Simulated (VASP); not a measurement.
# LiCl (Fm-3m) in VASP: density of states with PBE

Aim: the density of states of LiCl with PBE.

Program: VASP 6.6.1. These are calculated values, not measurements. Logs are shortened: lines on timing, memory, paths and dates and some standing lists are left out, and cuts for length are marked.

### Step 1. The cell of the first run

It takes space group Fm-3m (No. 225, cubic). The conventional cell has a = 5.150 Å, b = 5.150 Å, c = 5.150 Å, α = 90.00°, β = 90.00°, γ = 90.00°. Li (site symmetry m-3m) has 6 Cl at 2.58 Å within 3.4 Å. Within 3.4 Å of Cl (site symmetry m-3m) lie 6 Li at 2.58 Å.

### Step 2. Density of states, PBE

Contents of POSCAR:

```
LiCl
1.0
    0.0000000000      2.5751358841      2.5751358841
    2.5751358841      0.0000000000      2.5751358841
    2.5751358841      2.5751358841      0.0000000000
Li Cl
1 1
Direct
    0.0000000000      0.0000000000      0.0000000000
    0.5000000000      0.5000000000      0.5000000000
```

Contents of INCAR.step1:

```
SYSTEM = LiCl
PREC     = Accurate       ! precision mode
ENCUT    = 520            ! plane-wave cutoff, eV
EDIFF    = 1E-6           ! SCF threshold, eV
ISMEAR   = 0              ! smearing method
SIGMA    = 0.02           ! smearing width, eV
LREAL    = .FALSE.        ! projectors in reciprocal space
LASPH    = .TRUE.         ! aspherical terms in the spheres
NELM     = 80             ! most SCF steps
ALGO     = Normal         ! electronic algorithm
ISIF     = 2              ! what is computed and relaxed
LWAVE    = .FALSE.        ! write WAVECAR
LCHARG   = .TRUE.         ! write CHGCAR
GGA      = PE             ! functional
NBANDS   = 12             ! bands
```

Contents of KPOINTS.step1:

```
regular mesh
0
G
  8 8 8
  0 0 0
```

Contents of INCAR.step2:

```
SYSTEM = LiCl
PREC     = Accurate       ! precision mode
ENCUT    = 520            ! plane-wave cutoff, eV
EDIFF    = 1E-6           ! SCF threshold, eV
ISMEAR   = -5             ! smearing method
SIGMA    = 0.02           ! smearing width, eV
LREAL    = .FALSE.        ! projectors in reciprocal space
LASPH    = .TRUE.         ! aspherical terms in the spheres
NELM     = 80             ! most SCF steps
ALGO     = Normal         ! electronic algorithm
ISIF     = 2              ! what is computed and relaxed
LWAVE    = .FALSE.        ! write WAVECAR
LCHARG   = .FALSE.        ! write CHGCAR
GGA      = PE             ! functional
LORBIT   = 10             ! projections on sites
NBANDS   = 12             ! bands
NEDOS    = 2001           ! points of the DOS
ICHARG   = 11             ! starting density
```

Contents of KPOINTS.step2:

```
regular mesh
0
G
  12 12 12
  0 0 0
```

Potentials or basis: VASP PAW PBE potentials, release 64 (Li_sv, Cl).

Run with:

```sh
$ cat potpaw_PBE.64/Li_sv/POTCAR potpaw_PBE.64/Cl/POTCAR > POTCAR
$ cp INCAR.step1 INCAR
$ cp KPOINTS.step1 KPOINTS
$ mpirun -np 1 vasp_std > vasp.out
$ cp INCAR.step2 INCAR
$ cp KPOINTS.step2 KPOINTS
$ mpirun -np 1 vasp_std > vasp.out
```

OUTCAR:

```text
SYSTEM = LiCl
   PREC = Accurate
   ENCUT = 520
   EDIFF = 1E-6
   ISMEAR = -5
   LREAL = .FALSE.
   LASPH = .TRUE.
   NELM = 80
   ISIF = 2
   GGA = PE
   LORBIT = 10
   ICHARG = 11

 ion  position               nearest neighbor table
   1  0.000  0.000  0.000-   2 2.58   2 2.58   2 2.58   2 2.58   2 2.58   2 2.58
   2  0.500  0.500  0.500-   1 2.58   1 2.58   1 2.58   1 2.58   1 2.58   1 2.58

  LATTYP: Found a face centered cubic cell.
 ALAT       =     5.1502717682

  Lattice vectors:

 A1 = (   0.0000000000,   2.5751358841,   2.5751358841)
 A2 = (   2.5751358841,   0.0000000000,   2.5751358841)
 A3 = (   2.5751358841,   2.5751358841,   0.0000000000)

Analysis of symmetry for initial positions (statically):
=====================================================================
 Subroutine PRICEL returns:
 Original cell was already a primitive cell.

 Routine SETGRP: Setting up the symmetry group for a
 face centered cubic supercell.

 Subroutine GETGRP returns: Found 48 space group operations
 (whereof 48 operations were pure point group operations)
 out of a pool of 48 trial point group operations.

The static configuration has the point symmetry O_h .

Analysis of symmetry for dynamics (positions and initial velocities):
=====================================================================
 Subroutine PRICEL returns:
 Original cell was already a primitive cell.

 Routine SETGRP: Setting up the symmetry group for a
 face centered cubic supercell.

 Subroutine GETGRP returns: Found 48 space group operations
 (whereof 48 operations were pure point group operations)
 out of a pool of 48 trial point group operations.

The dynamic configuration has the point symmetry O_h .

 Subroutine INISYM returns: Found 48 space group operations
 (whereof 48 operations are pure point group operations),
 and found     1 'primitive' translations

----------------------------------------------------------------------------------------

                                     Primitive cell

  volume of cell :      34.1531

  direct lattice vectors                    reciprocal lattice vectors
     0.000000000  2.575135884  2.575135884    -0.194164511  0.194164511  0.194164511
     2.575135884  0.000000000  2.575135884     0.194164511 -0.194164511  0.194164511
     2.575135884  2.575135884  0.000000000     0.194164511  0.194164511 -0.194164511

  length of vectors
     3.641792092  3.641792092  3.641792092     0.336302798  0.336302798  0.336302798

  position of ions in fractional coordinates (direct lattice)
     0.000000000  0.000000000  0.000000000
     0.500000000  0.500000000  0.500000000

  ion indices of the primitive-cell ions
   primitive index   ion index
                 1           1
                 2           2

----------------------------------------------------------------------------------------

 KPOINTS: regular mesh

Automatic generation of k-mesh.
 Grid dimensions read from file:
 generate k-points for:   12   12   12

 Generating k-lattice:

  Cartesian coordinates                     Fractional coordinates (reciprocal lattice)
    -0.016180376  0.016180376  0.016180376     0.083333333  0.000000000  0.000000000
     0.016180376 -0.016180376  0.016180376     0.000000000  0.083333333  0.000000000
     0.016180376  0.016180376 -0.016180376     0.000000000  0.000000000  0.083333333

  Length of vectors
     0.028025233  0.028025233  0.028025233

  Shift w.r.t. Gamma in fractional coordinates (k-lattice)
     0.000000000  0.000000000  0.000000000

 TETIRR: Found    247 inequivalent tetrahedra from    10368

 Subroutine IBZKPT returns following result:
 ===========================================

 Found     72 irreducible k-points:

 Following reciprocal coordinates:
            Coordinates               Weight
  0.000000  0.000000  0.000000      1.000000
  0.083333  0.000000  0.000000      8.000000
  0.166667  0.000000  0.000000      8.000000
  0.250000  0.000000  0.000000      8.000000
  0.333333  0.000000  0.000000      8.000000
  0.416667  0.000000  0.000000      8.000000
[... 16 lines left out ...]
  0.500000  0.166667  0.000000     24.000000
 -0.416667  0.166667  0.000000     24.000000
 [... further k-points ...]
   k-points           NKPTS =     72   k-points in BZ     NKDIM =     72   number of bands    NBANDS=     12
   number of dos      NEDOS =   2001   number of ions     NIONS =      2
   total plane-waves  NPLWV =  21952
   dimension x,y,z NGX =    28 NGY =   28 NGZ =   28
   dimension x,y,z NGXF=    56 NGYF=   56 NGZF=   56
   ions per type =               1   1
   NGX,Y,Z   is equivalent  to a cutoff of  12.78, 12.78, 12.78 a.u.
   NGXF,Y,Z  is equivalent  to a cutoff of  25.56, 25.56, 25.56 a.u.
 SYSTEM =  LiCl
   PREC   = accura    normal or accurate (medium, high low for compatibility)
   ISTART =      0    job   : 0-new  1-cont  2-samecut
   ICHARG =     11    charge: 1-file 2-atom 10-const
   ISPIN  =      1    spin polarized calculation?
   LNONCOLLINEAR =      F non collinear calculations
   LSORBIT =      F    spin-orbit coupling
   LASPH  =      T    aspherical Exc in radial PAW
   ENCUT  =  520.0 eV  38.22 Ry    6.18 a.u.   6.77  6.77  6.77*2*pi/ulx,y,z
   NELM   =     80;   NELMIN=  2; NELMDL=  0     # of ELM steps
   EDIFF  = 0.1E-05   stopping-criterion for ELM
   LREAL  =      F    real-space projection
   EDIFFG = 0.1E-04   stopping-criterion for IOM
   NSW    =      0    number of steps for IOM
   IBRION =     -1    ionic relax: 0-MD 1-quasi-New 2-CG
   NFREE  =      0    steps in history (QN), initial steepest desc. (CG)
   ISIF   =      2    stress and relaxation
   ISYM   =      2    0-nonsym 1-usesym 2-fastsym
   POTIM  = 0.5000    time-step for ionic-motion
   TEBEG  =    0.0;   TEEND  =   0.0 temperature during run
   PSTRESS=    0.0 pullay stress
   NELECT =      10.0000    total number of electrons
   NUPDOWN=      -1.0000    fix difference up-down
   EMIN   =  10.00;   EMAX   =-10.00  energy-range for DOS
   EFERMI =   0.00;   METHOD = LEGACY
   ISMEAR =    -5;   SIGMA  =   0.02  broadening in eV -4-tet -1-fermi 0-gaus
   EFERMI_NEDOS =   21; number of points for ismear=-14 and -15
   IALGO  =     38    algorithm
   IMIX   =      4    mixing-type and parameters
     AMIX     =   0.40;   BMIX     =  1.00
     AMIX_MAG =   1.60;   BMIX_MAG =  1.00
  volume/ion in A,a.u.               =      17.08       115.24
  Fermi-wavevector in a.u.,A,eV,Ry     =   1.087088  2.054298 16.078824  1.181760
  Thomas-Fermi vector in A             =   2.223239
   LORBIT       =     10    0 simple, 1 ext, 2 COOP (PROOUT), +10 PAW based schemes
   GGA     = PE    functional components
   LHFCALC =     F    Hartree Fock is set to
   AEXX    =    0.0000 exact exchange contribution
   IVDW    =     0    specifies the selected vdW correction
   LEPSILON=     F    determine dielectric tensor
   LRPA    =     F    only Hartree local field effects (RPA)
 non-spin polarized calculation
 Fermi weights with tetrahedron method with Bloechl corrections
  energy-cutoff  :      520.00
  volume of cell :       34.15
 maximum number of plane-waves:       941

 number of electron      10.0000009 magnetization

 Free energy of the ion-electron system (eV)
  ---------------------------------------------------
  ext. energy  EPLUGINS =         0.00000000
  ---------------------------------------------------
  free energy    TOTEN  =        -7.38622840 eV

  energy without entropy =       -7.38622840  energy(sigma->0) =       -7.38622840

 E-fermi :   0.5178     XC(G=0):  -8.6786

 val. band max:        0.4922831771   @ k =  -0.0833   0.0833   0.0000
 cond. band min:       6.7605022205   @ k =   0.0000   0.0000   0.0000
 fundamental gap:      6.2682190434
 Fermi energy:         0.5177697683

 k-point     1 :       0.0000    0.0000    0.0000
  band No.  band energies     occupation
      1     -43.0549      2.00000
      2     -12.8651      2.00000
      3       0.4895      2.00000
      4       0.4895      2.00000
      5       0.4895      2.00000
      6       6.7605      0.00000
      7      12.4173      0.00000
      8      12.4173      0.00000
      9      12.4173      0.00000
     10      14.9447      0.00000
     11      14.9448      0.00000
     12      14.9475      0.00000

 k-point     2 :       0.0833    0.0000    0.0000
  band No.  band energies     occupation
      1     -43.0547      2.00000
      2     -12.8317      2.00000
      3       0.2438      2.00000
      4       0.4710      2.00000
      5       0.4710      2.00000
      6       6.9906      0.00000
      7      11.9650      0.00000
      8      12.4397      0.00000
      9      12.4397      0.00000
     10      13.8086      0.00000
     11      13.8087      0.00000
     12      15.2165      0.00000

 k-point     3 :       0.1667    0.0000    0.0000
  band No.  band energies     occupation
      1     -43.0542      2.00000
      2     -12.7381      2.00000
      3      -0.3550      2.00000
      4       0.4218      2.00000
      5       0.4218      2.00000
      6       7.4503      0.00000
      7      11.3804      0.00000
      8      11.9722      0.00000
      9      11.9722      0.00000
     10      13.6574      0.00000
     11      13.6574      0.00000
     12      15.5909      0.00000
[... 286 lines left out ...]
 k-point    23 :       0.5000    0.1667    0.0000
  band No.  band energies     occupation
      1     -43.0522      2.00000
      2     -12.2562      2.00000
      3      -2.0690      2.00000
      4      -0.3838      2.00000
      5       0.0053      2.00000
      6       8.2073      0.00000
      7       9.8304      0.00000
      8      10.8116      0.00000
      9      12.2887      0.00000
     10      15.6012      0.00000
     11      17.7869      0.00000
     12      18.7392      0.00000

 k-point    24 :      -0.4167    0.1667    0.0000
  band No.  band energies     occupation
      1     -43.0521      2.00000
      2     -12.2462      2.00000
      3      -2.0879      2.00000
      4      -0.5003      2.00000
      5       0.0972      2.00000
      6       8.1505      0.00000
      7       9.9936      0.00000
      8      10.5324      0.00000
      9      12.5520      0.00000
     10      16.5229      0.00000
     11      16.7061      0.00000
     12      17.8478      0.00000

 [... further k-points ...]
[... 5 lines left out ...]
  --------------------------------------------------------------------------------------
  -------------------------------------------------------------------------------------
  Total       -0.0228900     -0.0228900     -0.0228900     -0.0000000      0.0000000      0.0000000
  in kB       -1.0738073     -1.0738073     -1.0738073     -0.0000000      0.0000000      0.0000000
  external PRESSURE =      -1.0738073 kB  Pullay stress =       0.0000000 kB

 VOLUME and BASIS-vectors are now :
 -----------------------------------------------------------------------------
  energy-cutoff  :      520.00
  volume of cell :       34.15
      direct lattice vectors                 reciprocal lattice vectors
     0.000000000  2.575135884  2.575135884    -0.194164511  0.194164511  0.194164511
     2.575135884  0.000000000  2.575135884     0.194164511 -0.194164511  0.194164511
     2.575135884  2.575135884  0.000000000     0.194164511  0.194164511 -0.194164511

 POSITION                                       TOTAL-FORCE (eV/Angst)
 -----------------------------------------------------------------------------------
      0.00000      0.00000      0.00000         0.000000     -0.000000     -0.000000
      2.57514      2.57514      2.57514        -0.000000      0.000000      0.000000
 -----------------------------------------------------------------------------------
    total drift:                                0.000000      0.000000      0.000000

  FREE ENERGIE OF THE ION-ELECTRON SYSTEM (eV)
  ---------------------------------------------------
  free  energy   TOTEN  =        -7.3862283982 eV

  energy  without entropy=       -7.3862283982  energy(sigma->0) =       -7.38622840

 total charge

# of ion       s       p       d       tot
------------------------------------------
    1        2.006   0.033   0.000   2.039
    2        1.589   3.590   0.000   5.179
--------------------------------------------------
tot          3.595   3.623   0.000   7.218
```

It took 22 s on 1 thread of Intel Xeon 6975P-C, shared host; peak memory 0.16 GiB.

What came out:

| Item | Value |
| --- | --- |
| Valence electrons inside the program's atomic spheres | Li 2.04; Cl 5.18 |

Caveat: the cutoff is under 1.25 times the usual one of these potentials, so pressure, stress and relaxed cells hold a basis-set (Pulay) error.
